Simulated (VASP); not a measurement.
Crystal: Cu.

```
Cu
1.0
     2.69022    0.00000    0.00000
    -1.34511    2.32979    0.00000
     0.00000    0.00000    4.40160
Cu
2
Direct
  0.33333 0.66667 0.25000
  0.66667 0.33333 0.75000
```

This isn't the form of Cu at room conditions, which is fcc.

```yaml
Program: VASP 6.6.1
Task: relaxation of cell and atoms
Functional: PBEsol
Potentials_or_basis: VASP PAW PBE potentials, release 64 (Cu)
Cutoff: 600 eV
k_mesh: 12 × 12 × 4
Occupations: gaussian, width 0.1 eV
Spin: no spin polarisation
```

At the start: pressure -19.1 GPa; volume 13.79 Å³/atom.

Task: How do energy, volume and symmetry change on relaxing?

Result: Over 3 steps the energy falls by 176.8 meV/atom and the volume is 11.36 Å³/atom (-17.6 %); space group P6_3/mmc (No. 194, to 0.1 Å) before and after.

The path:
```
step  energy change (eV)  largest force (eV/Å)  pressure (GPa)  volume (Å³)
   1              0.0000                0.0000          -19.13        27.59
   2             -0.3172                0.0000            9.95        21.52
   3             -0.3535                0.0000            0.04        22.73
```

Final structure:
```
Cu
1.0
     2.52387    0.00000    0.00000
    -1.26194    2.18574    0.00000
     0.00000    0.00000    4.11953
Cu
2
Direct
  0.33333 0.66667 0.25000
  0.66667 0.33333 0.75000
```

Caveat: the volume moved by over 15 % at a fixed basis, so the end points are rough; the PAW data sets were made with another functional, which shifts forces and pressure a little.
